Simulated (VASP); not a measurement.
# GeN: single point with PBE

GeN:

```
Ge N
1.0
     0.00000    2.40613    2.40613
     2.40613    0.00000    2.40613
     2.40613    2.40613    0.00000
Ge N
1 1
Cartesian
  0.0000 0.0000 0.0000
  1.2031 1.2031 1.2031
```

The cell was built from a structure type or drawn by symmetry, and may not be a known phase.

```json
{
 "Program": "VASP 6.6.1",
 "Task": "single point",
 "Functional": "PBE",
 "Potentials or basis": "VASP PAW PBE potentials, release 64 (Ge_d, N)",
 "Cutoff": "600 eV",
 "k mesh": "7 × 7 × 7",
 "Occupations": "gaussian, width 0.2 eV",
 "Spin": "no spin polarisation"
}
```

| Item | Value |
| --- | --- |
| Pressure | -0.2 GPa |
| Band gap on the k mesh | zero (an odd number of electrons rules out a gap without spin polarisation) |

Levels at points of the mesh, in eV from the Fermi level:
```
           k point  band 7  band 8  band 9  band 10  band 11  band 12  band 13  band 14
(0.00, 0.00, 0.00)   -4.12   -3.61   -3.61    -3.61     3.88     3.88     3.88     9.76
```

Wall time 22 s on 1 thread of Intel Xeon 8259CL (shared host), peak memory 0.16 GiB.
